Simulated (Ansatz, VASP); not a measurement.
Two plane-wave programs on BaTiO3

```xyz
5
Lattice="4.0082 0.0000 0.0000 0.0000 2.8733 2.8859 0.0000 -2.8733 2.8859" Properties=species:S:1:pos:R:3 pbc="T T T"
Ba    0.0000    0.0000    0.0466
Ti    2.0041    0.0000    2.9997
O     0.0000    0.0000    2.8376
O     2.0041   -1.4056    4.2619
O     2.0041    1.4056    4.2619
```

Alike in both runs: functional PBE; k mesh 8 × 8 × 8; occupations gaussian, width 0.02 eV; no spin polarisation; Hubbard terms Ti d U = 4.0 eV.

Ansatz relaxed the structure, and its values are those at the end. VASP's run is a single point on that final structure, the one shown.

|  | VASP | Ansatz |
| --- | --- | --- |
| version | VASP 6.6.1 | Ansatz 0.2.0 |
| potentials or method | VASP PAW PBE potentials, release 64 (Ba_sv, Ti_sv, O), cutoff 520 eV | scalar-relativistic, plane waves, PAW |
| valence electrons in the cell | 40 | 40 |

```csv
,VASP,Ansatz,Ansatz less VASP
gap on the k mesh at the Fermi level (eV),2.49,2.52,+0.025
least direct gap on the mesh (eV),2.92,2.93,+0.012
pressure (GPa),3.5,0.0,-3.48
rms of the force components (eV/Å),0.220,0.002,-0.2179
```

The programs project onto different local orbitals, so the same U acts differently, and such runs can settle in different states.

Neither program's run includes spin-orbit coupling.
